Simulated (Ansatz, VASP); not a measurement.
## B in VASP and in Ansatz

The input INCAR:

```
PREC = Accurate
ENCUT = 520
EDIFF = 1E-6
ISMEAR = -1
SIGMA = 0.1
LREAL = F
LASPH = T
NELM = 100
ALGO = Normal
ISIF = 2
LWAVE = F
LCHARG = T
GGA = RP
LELF = T
LVHAR = T
NBANDS = 12
```

The input KPOINTS:

```
Automatic mesh
0
Gamma
  14 14 12
```

The input POSCAR:

```
B
1.0
    2.9531101815      0.0000000000      0.0000000000
   -1.4765550908      2.5574684374      0.0000000000
    0.0000000000      0.0000000000      2.9165778645
B
3
Direct
    1.0000000000      0.0000000000      0.0000000000
    0.3333333333      0.6666666667      0.5000000000
    0.6666666667      0.3333333333      0.5000000000
```

Input for Ansatz:

```yaml
crystal:
  lattice:
    - [2.9531101815, 0.0, 0.0]
    - [-1.4765550908, 2.5574684374, 0.0]
    - [0.0, 0.0, 2.9165778645]
  atoms:
    - { symbol: B, position: [1.0, 0.0, 0.0] }
    - { symbol: B, position: [0.3333333333, 0.6666666667, 0.5] }
    - { symbol: B, position: [0.6666666667, 0.3333333333, 0.5] }
hamiltonian:
  xc: rpbe
  pseudopotentials:
    kind: paw
    azcp:
      B: "pseudopotentials/B.paw.azcp"
basis:
  ecutwfc: 420
  fft_grid_basis: typed
kpoints:
  mp_grid: { grid: [14, 14, 12], shift: [0, 0, 0] }
magnetization:
  spin_polarized: false
scf:
  occupations: { method: fermi_dirac, width: 0.1 }
  lower_state_search: "off"
output:
  stress: true
```

Alike in both runs: task single point; functional RPBE; k mesh 14 × 14 × 12; occupations fermi-dirac, width 0.1 eV; no spin polarisation.

|  | VASP | Ansatz |
| --- | --- | --- |
| version | VASP 6.6.1 | Ansatz 0.2.0 |
| potentials or method | VASP PAW PBE potentials, release 64 (B), cutoff 520 eV | plane waves (420 eV) with PAW, scalar-relativistic |
| valence electrons in the cell | 9 | 9 |

Ansatz gave:

```
pressure (GPa)                                                : -14.6
traceless stress, the component that is largest in VASP (GPa) : 5.04
```

Task: Which values does VASP return?

Result: Pressure (GPa): -14.8; traceless stress, the component that is largest in VASP (GPa): 4.99.

VASP's potentials were made for PBE, not for RPBE.
